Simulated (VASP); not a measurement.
ZnS: single point with LDA

Crystal: ZnS.

```
CELL_PARAMETERS angstrom
1.92811 1.11320 9.47501
-1.92811 1.11320 9.47501
0.00000 -2.22639 9.47501
ATOMIC_POSITIONS crystal
Zn 0.99997 0.99997 0.99997
Zn 0.22227 0.22227 0.22227
Zn 0.44461 0.44461 0.44461
S 0.08327 0.08327 0.08327
S 0.52784 0.52784 0.52784
S 0.30536 0.30536 0.30536
```

```yaml
Program: VASP 6.6.1
Task: single point
Functional: LDA
Potentials_or_basis: VASP PAW LDA potentials, release 64 (Zn, S)
Cutoff: 520 eV
k_mesh: 6 × 6 × 6
Occupations: gaussian, width 0.01 eV
Spin: no spin polarisation
Dipole_correction: no
Further_INCAR_settings: ALGO = Normal; EDIFF = 1e-07; NBANDS = 36
```

```
Pressure               : -6.2 GPa
Largest force          : 0.020 eV/Å
Band gap on the k mesh : 1.79 eV, direct
```

Forces on the atoms (eV/Å):
```
Zn   0.000  0.000 -0.008
Zn   0.000  0.000 -0.003
Zn   0.000  0.000 -0.020
S    0.000  0.000  0.014
S    0.000  0.000  0.006
S    0.000  0.000  0.011
```

Levels at points of the mesh, in eV from the valence-band top:
| k point | band 23 | band 24 | band 25 | band 26 | band 27 | band 28 | band 29 | band 30 | band 31 | band 32 |
| --- | --- | --- | --- | --- | --- | --- | --- | --- | --- | --- |
| (0.00, 0.00, 0.00) | -0.65 | -0.65 | -0.06 | 0.00 | 0.00 | 1.79 | 3.05 | 3.19 | 6.20 | 6.20 |
| (0.50, 0.00, 0.00) | -2.08 | -1.86 | -1.84 | -1.25 | -0.84 | 3.13 | 3.69 | 3.85 | 4.70 | 5.14 |
| (0.50, 0.50, 0.00) | -2.14 | -1.81 | -1.22 | -1.21 | -1.21 | 3.11 | 3.47 | 4.05 | 4.75 | 5.66 |
| (0.50, 0.50, 0.50) | -0.85 | -0.24 | -0.24 | -0.23 | -0.23 | 2.91 | 2.95 | 3.08 | 6.07 | 6.15 |

Run time: 6.4 min on 1 thread of Intel(R) Xeon(R) 6975P-C (Granite Rapids), with other jobs on the host, peak memory 0.52 GiB.

A k mesh can miss the band edges.
